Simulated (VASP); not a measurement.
# Ba in VASP: a series of runs

Ba is run at these levels: PBE; tasks: single point.

Everything below comes from runs of VASP 6.6.1. Logs are shortened: lines on timing, memory, paths and dates and some standing lists are left out, and cuts for length are marked.

## 1. The cell of the first run

The typed cell holds 2 atoms: a = 4.566 Å, b = 4.566 Å, c = 7.431 Å, α = 90.00°, β = 90.00°, γ = 122.27°.

## 2. Single point, PBE

INCAR reads:

```
SYSTEM = Ba
PREC = Accurate ; ENCUT = 520
EDIFF = 1E-6 ; ISMEAR = -1
SIGMA = 0.05 ; LREAL = .FALSE.
LASPH = .TRUE. ; NELM = 60
ALGO = Normal ; ISIF = 2
LWAVE = .FALSE. ; LCHARG = .FALSE.
GGA = PE ; NBANDS = 17
```

KPOINTS reads:

```
regular mesh
0
G
  6 6 3
  0 0 0
```

POSCAR reads:

```
Ba
1.0
    2.2043193500     -3.9988569750      0.0000000000
    2.2043193500      3.9988569750      0.0000000000
    0.0000000000      0.0000000000      7.4305148100
Ba
2
Direct
    0.6522981545      0.3389547559      0.2488820574
    0.3361270955      0.6561481141      0.7489121926
```

Potentials or basis: VASP PAW PBE potentials, release 64 (Ba_sv).

Run with:

```bash
$ cat potpaw_PBE.64/Ba_sv/POTCAR > POTCAR
$ mpirun -np 1 vasp_std > vasp.out
```

OUTCAR:

```text
SYSTEM = Ba
   PREC = Accurate
   ENCUT = 520
   EDIFF = 1E-6
   ISMEAR = -1
   LREAL = .FALSE.
   LASPH = .TRUE.
   NELM = 60
   ISIF = 2
   GGA = PE

 ion  position               nearest neighbor table
   1  0.652  0.339  0.249-   2 4.50   2 4.50   2 4.56   2 4.56   2 4.56   2 4.56
   2  0.336  0.656  0.749-   1 4.50   1 4.50   1 4.56   1 4.56   1 4.56   1 4.56

  LATTYP: Found a base centered orthorhombic cell.
 ALAT       =     4.4086387000
 B/A-ratio  =     1.8141005635
 C/A-ratio  =     1.6854442642

  Lattice vectors:

 A1 = (   2.2043193500,  -3.9988569750,   0.0000000000)
 A2 = (   2.2043193500,   3.9988569750,   0.0000000000)
 A3 = (   0.0000000000,   0.0000000000,   7.4305148100)

Analysis of symmetry for initial positions (statically):
=====================================================================
 Subroutine PRICEL returns:
 Original cell was already a primitive cell.

 Routine SETGRP: Setting up the symmetry group for a
 base centered orthorhombic supercell.

 Subroutine GETGRP returns: Found  2 space group operations
 (whereof  1 operations were pure point group operations)
 out of a pool of  8 trial point group operations.

The static configuration has the point symmetry C_1 .
 The point group associated with its full space group is S_2 .

Analysis of symmetry for dynamics (positions and initial velocities):
=====================================================================
 Subroutine PRICEL returns:
 Original cell was already a primitive cell.

 Routine SETGRP: Setting up the symmetry group for a
 base centered orthorhombic supercell.

 Subroutine GETGRP returns: Found  2 space group operations
 (whereof  1 operations were pure point group operations)
 out of a pool of  8 trial point group operations.

The dynamic configuration has the point symmetry C_1 .
 The point group associated with its full space group is S_2 .

 Subroutine INISYM returns: Found  2 space group operations
 (whereof  1 operations are pure point group operations),
 and found     1 'primitive' translations

----------------------------------------------------------------------------------------

                                     Primitive cell

  volume of cell :     130.9964

  direct lattice vectors                    reciprocal lattice vectors
     2.204319350 -3.998856975  0.000000000     0.226827388 -0.125035730  0.000000000
     2.204319350  3.998856975  0.000000000     0.226827388  0.125035730  0.000000000
     0.000000000  0.000000000  7.430514810     0.000000000  0.000000000  0.134580177

  length of vectors
     4.566166982  4.566166982  7.430514810     0.259006945  0.259006945  0.134580177

  position of ions in fractional coordinates (direct lattice)
     0.652298155  0.338954756  0.248882057
     0.336127095  0.656148114  0.748912193

  ion indices of the primitive-cell ions
   primitive index   ion index
                 1           1
                 2           2

----------------------------------------------------------------------------------------

 KPOINTS: regular mesh

Automatic generation of k-mesh.
 Grid dimensions read from file:
 generate k-points for:    6    6    3

 Generating k-lattice:

  Cartesian coordinates                     Fractional coordinates (reciprocal lattice)
     0.037804565 -0.020839288  0.000000000     0.166666667  0.000000000  0.000000000
     0.037804565  0.020839288  0.000000000     0.000000000  0.166666667  0.000000000
     0.000000000  0.000000000  0.044860059     0.000000000  0.000000000  0.333333333

  Length of vectors
     0.043167824  0.043167824  0.044860059

  Shift w.r.t. Gamma in fractional coordinates (k-lattice)
     0.000000000  0.000000000  0.000000000

 Subroutine IBZKPT returns following result:
 ===========================================

 Found     56 irreducible k-points:

 Following reciprocal coordinates:
            Coordinates               Weight
  0.000000  0.000000  0.000000      1.000000
  0.166667  0.000000  0.000000      2.000000
  0.000000  0.166667  0.000000      2.000000
  0.333333  0.000000  0.000000      2.000000
  0.000000  0.333333  0.000000      2.000000
  0.500000  0.000000  0.000000      1.000000
[... 16 lines left out ...]
 -0.166667  0.000000  0.333333      2.000000
  0.000000  0.166667 -0.333333      2.000000
 [... further k-points ...]
   k-points           NKPTS =     56   k-points in BZ     NKDIM =     56   number of bands    NBANDS=     17
   number of dos      NEDOS =    301   number of ions     NIONS =      2
   total plane-waves  NPLWV =  72576
   dimension x,y,z NGX =    36 NGY =   36 NGZ =   56
   dimension x,y,z NGXF=    72 NGYF=   72 NGZF=  112
   ions per type =               2
   NGX,Y,Z   is equivalent  to a cutoff of  13.11, 13.11, 12.53 a.u.
   NGXF,Y,Z  is equivalent  to a cutoff of  26.21, 26.21, 25.06 a.u.
 SYSTEM =  Ba
   PREC   = accura    normal or accurate (medium, high low for compatibility)
   ISTART =      0    job   : 0-new  1-cont  2-samecut
   ICHARG =      2    charge: 1-file 2-atom 10-const
   ISPIN  =      1    spin polarized calculation?
   LNONCOLLINEAR =      F non collinear calculations
   LSORBIT =      F    spin-orbit coupling
   LASPH  =      T    aspherical Exc in radial PAW
   ENCUT  =  520.0 eV  38.22 Ry    6.18 a.u.   8.49  8.49 13.82*2*pi/ulx,y,z
   NELM   =     60;   NELMIN=  2; NELMDL= -5     # of ELM steps
   EDIFF  = 0.1E-05   stopping-criterion for ELM
   LREAL  =      F    real-space projection
   EDIFFG = 0.1E-04   stopping-criterion for IOM
   NSW    =      0    number of steps for IOM
   IBRION =     -1    ionic relax: 0-MD 1-quasi-New 2-CG
   NFREE  =      0    steps in history (QN), initial steepest desc. (CG)
   ISIF   =      2    stress and relaxation
   ISYM   =      2    0-nonsym 1-usesym 2-fastsym
   POTIM  = 0.5000    time-step for ionic-motion
   TEBEG  =    0.0;   TEEND  =   0.0 temperature during run
   PSTRESS=    0.0 pullay stress
   NELECT =      20.0000    total number of electrons
   NUPDOWN=      -1.0000    fix difference up-down
   EMIN   =  10.00;   EMAX   =-10.00  energy-range for DOS
   EFERMI =   0.00;   METHOD = LEGACY
   ISMEAR =    -1;   SIGMA  =   0.05  broadening in eV -4-tet -1-fermi 0-gaus
   EFERMI_NEDOS =   21; number of points for ismear=-14 and -15
   IALGO  =     38    algorithm
   IMIX   =      4    mixing-type and parameters
     AMIX     =   0.40;   BMIX     =  1.00
     AMIX_MAG =   1.60;   BMIX_MAG =  1.00
  volume/ion in A,a.u.               =      65.50       442.00
  Fermi-wavevector in a.u.,A,eV,Ry     =   0.874981  1.653473 10.416498  0.765591
  Thomas-Fermi vector in A             =   1.994588
   LORBIT       =      0    0 simple, 1 ext, 2 COOP (PROOUT), +10 PAW based schemes
   GGA     = PE    functional components
   LHFCALC =     F    Hartree Fock is set to
   AEXX    =    0.0000 exact exchange contribution
   IVDW    =     0    specifies the selected vdW correction
   LEPSILON=     F    determine dielectric tensor
   LRPA    =     F    only Hartree local field effects (RPA)
 non-spin polarized calculation
  energy-cutoff  :      520.00
  volume of cell :      131.00
 maximum number of plane-waves:      3546
 NGX is ok and might be reduce to    36
   NGX = 17   NGY = 17   NGZ = 27

 number of electron      19.9999999 magnetization

 Free energy of the ion-electron system (eV)
  ---------------------------------------------------
  ext. energy  EPLUGINS =         0.00000000
  ---------------------------------------------------
  free energy    TOTEN  =        -3.79909901 eV

  energy without entropy =       -3.76959932  energy(sigma->0) =       -3.78434916

 E-fermi :   1.5676     XC(G=0):  -7.2839

 val. band max:        1.5418511224   @ k =   0.3333   0.5000   0.0000
 cond. band min:       1.5682910727   @ k =  -0.3333   0.1667   0.0000
 fundamental gap:      0.0264399504
 Fermi energy:         1.5675948029

 k-point     1 :       0.0000    0.0000    0.0000
  band No.  band energies     occupation
      1     -27.4127      2.00000
      2     -27.3804      2.00000
      3     -12.7853      2.00000
      4     -12.4537      2.00000
      5     -12.4200      2.00000
      6     -12.3921      2.00000
[... 9 lines left out ...]
     16       3.8345      0.00000
     17       4.0157      0.00000

 k-point     2 :       0.1667    0.0000    0.0000
  band No.  band energies     occupation
      1     -27.4045      2.00000
      2     -27.3759      2.00000
      3     -12.7508      2.00000
      4     -12.5156      2.00000
      5     -12.4713      2.00000
      6     -12.4687      2.00000
[... 9 lines left out ...]
     16       3.7378      0.00000
     17       3.8071      0.00000

 k-point     3 :       0.0000    0.1667    0.0000
  band No.  band energies     occupation
      1     -27.4045      2.00000
      2     -27.3759      2.00000
      3     -12.7507      2.00000
      4     -12.5158      2.00000
      5     -12.4711      2.00000
      6     -12.4686      2.00000
[... 9 lines left out ...]
     16       3.7379      0.00000
     17       3.8073      0.00000

 k-point     4 :       0.3333    0.0000    0.0000
  band No.  band energies     occupation
      1     -27.3871      2.00000
      2     -27.3678      2.00000
      3     -12.6880      2.00000
      4     -12.6687      2.00000
      5     -12.6315      2.00000
      6     -12.5193      2.00000
[... 9 lines left out ...]
     16       4.5826      0.00000
     17       4.7552      0.00000
[... 343 lines left out ...]
      1     -27.3974      2.00000
      2     -27.3831      2.00000
      3     -12.6790      2.00000
      4     -12.5355      2.00000
      5     -12.4896      2.00000
      6     -12.4548      2.00000
[... 9 lines left out ...]
     16       3.6709      0.00000
     17       4.4762      0.00000

 k-point    23 :      -0.1667    0.0000    0.3333
  band No.  band energies     occupation
      1     -27.3974      2.00000
      2     -27.3831      2.00000
      3     -12.6790      2.00000
      4     -12.5356      2.00000
      5     -12.4896      2.00000
      6     -12.4548      2.00000
[... 9 lines left out ...]
     16       3.6710      0.00000
     17       4.4788      0.00000

 k-point    24 :       0.0000    0.1667   -0.3333
  band No.  band energies     occupation
      1     -27.3974      2.00000
      2     -27.3831      2.00000
      3     -12.6791      2.00000
      4     -12.5357      2.00000
      5     -12.4897      2.00000
      6     -12.4546      2.00000
[... 9 lines left out ...]
     16       3.6698      0.00000
     17       4.4778      0.00000

 [... further k-points ...]
[... 5 lines left out ...]
  --------------------------------------------------------------------------------------
  -------------------------------------------------------------------------------------
  Total       -0.0207737     -0.3367616     -0.2659009      0.0019371      0.0000106      0.0000079
  in kB       -0.2540774     -4.1188302     -3.2521542      0.0236917      0.0001291      0.0000965
  external PRESSURE =      -2.5416872 kB  Pullay stress =       0.0000000 kB

 VOLUME and BASIS-vectors are now :
 -----------------------------------------------------------------------------
  energy-cutoff  :      520.00
  volume of cell :      131.00
      direct lattice vectors                 reciprocal lattice vectors
     2.204319350 -3.998856975  0.000000000     0.226827388 -0.125035730  0.000000000
     2.204319350  3.998856975  0.000000000     0.226827388  0.125035730  0.000000000
     0.000000000  0.000000000  7.430514810     0.000000000  0.000000000  0.134580177

 POSITION                                       TOTAL-FORCE (eV/Angst)
 -----------------------------------------------------------------------------------
      2.18504     -1.25302      1.84932         0.000570     -0.000455      0.000253
      2.18729      1.27972      5.56480        -0.000570      0.000455     -0.000253
 -----------------------------------------------------------------------------------
    total drift:                                0.000000     -0.000001     -0.000005

  FREE ENERGIE OF THE ION-ELECTRON SYSTEM (eV)
  ---------------------------------------------------
  free  energy   TOTEN  =        -3.7990990080 eV

  energy  without entropy=       -3.7695993177  energy(sigma->0) =       -3.78434916
```

It took 2.5 min on 1 thread of Oxide Virtual Turin-like, shared host; peak memory 0.26 GiB.

Results:

```yaml
Free_energy: -3.7991 eV
Pressure: -0.3 GPa
Band_gap_on_the_k_mesh: zero (band 10 reaches 1.67 eV, above the bottom of band 11 at 1.33 eV)
```

Caveat: spin-orbit coupling is left out, which moves the levels of the heavy elements.

## 3. Single point, PBE

INCAR reads:

```
SYSTEM = Ba
PREC     = Accurate       ! precision mode
ENCUT    = 520            ! plane-wave cutoff, eV
EDIFF    = 1E-6           ! SCF threshold, eV
ISMEAR   = -1             ! smearing method
SIGMA    = 0.05           ! smearing width, eV
LREAL    = .False.        ! projectors in reciprocal space
LASPH    = .True.         ! aspherical terms in the spheres
NELM     = 60             ! most SCF steps
ALGO     = Normal         ! electronic algorithm
ISIF     = 2              ! what is computed and relaxed
LWAVE    = .False.        ! write WAVECAR
LCHARG   = .False.        ! write CHGCAR
GGA      = PE             ! functional
NBANDS   = 17             ! bands
```

KPOINTS reads:

```
Automatic mesh
0
Gamma
  6 6 3
  0 0 0
```

POSCAR reads:

```
Ba
1.0
    2.2043193500     -3.9988569750      0.0000000000
    2.2043193500      3.9988569750      0.0000000000
    0.0000000000      0.0000000000      7.4305148100
Ba
2
Direct
    0.6523034908      0.3389533796      0.2488892109
    0.3361217592      0.6561494904      0.7489050391
```

Potentials or basis: VASP PAW PBE potentials, release 64 (Ba_sv).

Run with:

```bash
$ cat potpaw_PBE.64/Ba_sv/POTCAR > POTCAR
$ mpirun -np 1 vasp_std > vasp.out
```

Wall time 3.2 min (1 thread of Oxide Virtual Turin-like, shared host); peak memory 0.25 GiB.

The run converged. Its results:

```
Free energy            : -3.7991 eV
Pressure               : -0.3 GPa
Band gap on the k mesh : zero (band 10 reaches 1.67 eV, above the bottom of band 11 at 1.33 eV)
```

Stress tensor (GPa, compression positive):
```
-0.03  0.00  0.00
 0.00 -0.41  0.00
 0.00  0.00 -0.33
```

Levels at points of the mesh, in eV from the Fermi level:
| k point | band 6 | band 7 | band 8 | band 9 | band 10 | band 11 | band 12 | band 13 | band 14 | band 15 |
| --- | --- | --- | --- | --- | --- | --- | --- | --- | --- | --- |
| (0.00, 0.00, 0.00) | -13.96 | -13.96 | -13.95 | -2.78 | -0.97 | 0.91 | 1.47 | 1.62 | 1.97 | 1.98 |
| (0.50, 0.00, 0.00) | -14.11 | -14.04 | -14.02 | -0.75 | -0.41 | -0.24 | 0.56 | 1.34 | 1.56 | 1.85 |
| (0.00, 0.50, 0.00) | -14.11 | -14.04 | -14.02 | -0.75 | -0.41 | -0.24 | 0.56 | 1.34 | 1.56 | 1.85 |
| (0.50, 0.50, 0.00) | -14.07 | -14.07 | -13.99 | -0.73 | -0.43 | -0.11 | 0.42 | 1.07 | 1.59 | 1.83 |

Caveat: spin-orbit coupling is left out, which moves the levels of the heavy elements.

[end of part 1 of 2]
